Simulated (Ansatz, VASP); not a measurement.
One calculation of CeO2, two programs

Contents of POSCAR:

```
CeO2
1.0
    0.0000000000      2.7048609279      2.7048609279
    2.7048609279      0.0000000000      2.7048609279
    2.7048609279      2.7048609279      0.0000000000
Ce O
1 2
Direct
    0.0000000000      0.0000000000      0.0000000000
    0.2500000000      0.2500000000      0.2500000000
    0.7500000000      0.7500000000      0.7500000000
```

Contents of INCAR.step1:

```
SYSTEM = CeO2
ALGO = Normal
EDIFF = 1E-5
ENCUT = 520
GGA = PE
ISIF = 2
ISMEAR = 0
LASPH = .TRUE.
LREAL = .FALSE.
LWAVE = .TRUE.
NBANDS = 19
NELM = 60
PREC = Accurate
SIGMA = 0.05
```

Contents of INCAR.step2:

```
SYSTEM = CeO2
ALGO = Normal
EDIFF = 1E-7
ENCUT = 520
GGA = PE
HFSCREEN = 0.2079
ISIF = 2
ISMEAR = 0
ISTART = 1
LASPH = .TRUE.
LCHARG = .TRUE.
LELF = .TRUE.
LHFCALC = .TRUE.
LREAL = .FALSE.
LVHAR = .TRUE.
LWAVE = .FALSE.
NBANDS = 19
NELM = 60
PREC = Accurate
PRECFOCK = Normal
SIGMA = 0.05
```

Contents of KPOINTS:

```
k-points
0
G
  4 4 4
  0 0 0
```

Input for Ansatz:

```yaml
crystal:
  lattice:
    - [0.0, 2.7048609279, 2.7048609279]
    - [2.7048609279, 0.0, 2.7048609279]
    - [2.7048609279, 2.7048609279, 0.0]
  atoms:
    - { symbol: Ce, position: [0.0, 0.0, 0.0] }
    - { symbol: O, position: [0.25, 0.25, 0.25] }
    - { symbol: O, position: [0.75, 0.75, 0.75] }
basis:
  ecutwfc: 420
  ecutrho_ratio: 4
kpoints:
  mp_grid: { grid: [4, 4, 4] }
hamiltonian:
  xc: hse06
scf:
  occupations: { method: gaussian, width: 0.05 }
  n_extra_bands: 16
output:
  forces: true
  stress: true
  eigenvalues: true
  populations: true
  hubbard: { sites: [{ species: Ce, l: f }] }
  dos: { projected: true, de: 0.02 }
```

Alike in both runs: task single point; functional HSE06; k mesh 4 × 4 × 4; occupations gaussian, width 0.05 eV; no spin polarisation.

|  | VASP | Ansatz |
| --- | --- | --- |
| version | VASP 6.6.1 | Ansatz 0.2.0 |
| potentials or method | VASP PAW PBE potentials, release 64 (Ce, O), cutoff 520 eV | scalar-relativistic, plane waves, PAW |
| valence electrons in the cell | 24 | 24 |

|  | VASP | Ansatz | Ansatz less VASP |
| --- | --- | --- | --- |
| gap on the k mesh at the Fermi level (eV) | 3.55 | 3.59 | +0.043 |
| least direct gap on the mesh (eV) | 3.73 | 3.77 | +0.044 |
| pressure (GPa) | -1.7 | -1.7 | -0.01 |

The functional is the same, so the differences come from potentials, cutoffs and numerics. Ansatz's warnings: stress exchange threshold loose, stress scf threshold loose.

The k mesh is coarse, so the values compare programs but aren't converged. Neither program's run includes spin-orbit coupling.
